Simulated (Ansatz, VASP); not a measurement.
## One calculation of NiO2, two programs

```
CELL_PARAMETERS angstrom
2.84199 0.00000 0.00000
-1.42100 2.46124 0.00000
0.00000 0.00000 4.77170
ATOMIC_POSITIONS crystal
Ni 0.00000 0.00000 0.50000
O 0.66667 0.33333 0.66252
O 0.33333 0.66667 0.33748
```

Alike in both runs: task single point; functional PBEsol; k mesh 12 × 12 × 6; occupations gaussian, width 0.05 eV; no spin polarisation.

|  | VASP | Ansatz |
| --- | --- | --- |
| version | VASP 6.6.1 | Ansatz 0.2.0 |
| potentials or method | VASP PAW PBE potentials, release 64 (Ni, O), cutoff 520 eV | scalar-relativistic, plane waves, PAW |
| valence electrons in the cell | 22 | 30 |

Ansatz gave:

- gap on the k mesh at the Fermi level (eV): 0.84
- least direct gap on the mesh (eV): 1.31
- pressure (GPa): 14.1
- traceless stress, the component that is largest in VASP (GPa): 5.26
- rms of the force components (eV/Å): 1.227

**Question.** Which values does VASP return?

**Answer.** gap on the k mesh at the Fermi level (eV): 0.82; least direct gap on the mesh (eV): 1.26; pressure (GPa): 14.8; traceless stress, the component that is largest in VASP (GPa): 4.51; rms of the force components (eV/Å): 1.243.

VASP's potentials were made for PBE, not for PBEsol. Atom by atom the forces differ by 0.016 eV/Å (rms over components). The functional is the same, so the differences come from potentials, cutoffs and numerics. VASP's potentials hold 22 valence electrons a cell and Ansatz's 30, so a difference there can come from the potentials and not from the codes.
